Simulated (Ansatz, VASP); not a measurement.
# Si in VASP and in Ansatz

File INCAR:

```
SYSTEM = Si
PREC     = Accurate       ! precision mode
ENCUT    = 520            ! plane-wave cutoff, eV
EDIFF    = 1E-7           ! SCF threshold, eV
ISMEAR   = 0              ! smearing method
SIGMA    = 0.15           ! smearing width, eV
LREAL    = .False.        ! projectors in reciprocal space
LASPH    = .True.         ! aspherical terms in the spheres
NELM     = 80             ! most SCF steps
ALGO     = Normal         ! electronic algorithm
ISIF     = 2              ! what is computed and relaxed
LWAVE    = .False.        ! write WAVECAR
LCHARG   = .True.         ! write CHGCAR
GGA      = CA             ! functional
LELF     = .True.         ! ELF
LVHAR    = .True.       
NBANDS   = 11             ! bands
```

File KPOINTS:

```
Automatic mesh
0
Gamma
  26 26 26
  0 0 0
```

The input POSCAR:

```
Si
1.0
   -2.3824154513      2.3824154513      1.3052992358
    2.3824154513     -2.3824154513      1.3052992358
    2.3824154513      2.3824154513     -1.3052992358
Si
2
Direct
    0.2522260185      0.7522260185      0.5044520370
    0.4977739815      0.4977739815     -0.0044520370
```

Input for Ansatz:

```yaml
crystal:
  lattice:
    - [-2.3824154513, 2.3824154513, 1.3052992358]
    - [2.3824154513, -2.3824154513, 1.3052992358]
    - [2.3824154513, 2.3824154513, -1.3052992358]
  atoms:
    - { symbol: Si, position: [0.2522260185, 0.7522260185, 0.504452037] }
    - { symbol: Si, position: [0.4977739815, 0.4977739815, -0.004452037] }
basis:
  ecutwfc: 420
kpoints:
  mp_grid: { grid: [26, 26, 26] }
hamiltonian:
  xc: lda
scf:
  occupations: { method: gaussian, width: 0.15 }
output:
  forces: true
  stress: true
  eigenvalues: true
```

Change from the starting cell: mode 5 (330.8 1/cm) frozen in, largest displacement +0.015 Å.

Alike in both runs: task single point; functional LDA; k mesh 26 × 26 × 26; occupations gaussian, width 0.15 eV; no spin polarisation.

```csv
,VASP,Ansatz
version,VASP 6.6.1,Ansatz 0.2.0
potentials or method,"VASP PAW LDA potentials, release 64 (Si), cutoff 520 eV","scalar-relativistic, plane waves, PAW"
valence electrons in the cell,8,8
```

```csv
,VASP,Ansatz,Ansatz less VASP
gap on the k mesh at the Fermi level (eV),none,none,-
pressure (GPa),0.1,0.0,-0.09
"traceless stress, the component that is largest in VASP (GPa)",0.33,0.32,-0.006
rms of the force components (eV/Å),0.098,0.098,-0.0003
```

LDA's correlation is that of Perdew and Zunger in VASP and of Perdew and Wang (1992) in Ansatz. Atom by atom the forces differ by 0.000 eV/Å (rms over components). A gap of «none» marks a metal or a gap that the smearing closes.
